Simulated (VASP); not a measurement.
Here is a VASP 6.6.1 calculation.

INCAR

```
  PREC = Accurate
  ENCUT = 520
  EDIFF = 1E-6
  ISMEAR = -1
  SIGMA = 0.08
  LREAL = False
  LASPH = True
  NELM = 80
  ALGO = Normal
  ISIF = 2
  LWAVE = False
  LCHARG = False
  GGA = PE
  NBANDS = 17
```

KPOINTS

```
Automatic mesh
0
Gamma
  11 11 6
```

Contents of POSCAR:

```
Sr
1.0
    4.2119169548      0.0000000000      0.0000000000
   -2.1059584774      3.6476270815      0.0000000000
    0.0000000000      0.0000000000      6.9040938991
Sr
2
Direct
    0.3333333333      0.6666666667      0.2500000000
    0.6666666667      0.3333333333      0.7500000000
```

Potentials or basis: VASP PAW PBE potentials, release 64 (Sr_sv).

Launch:

```sh
$ cat potpaw_PBE.64/Sr_sv/POTCAR > POTCAR
$ mpirun -np 1 vasp_std > vasp.out
```

Question: What does it give for the band gap on the k mesh?

Answer: Zero (band 10 reaches 1.82 eV, above the bottom of band 11 at 1.72 eV).

Question: Estimate the pressure.

Answer: 0.5 GPa.
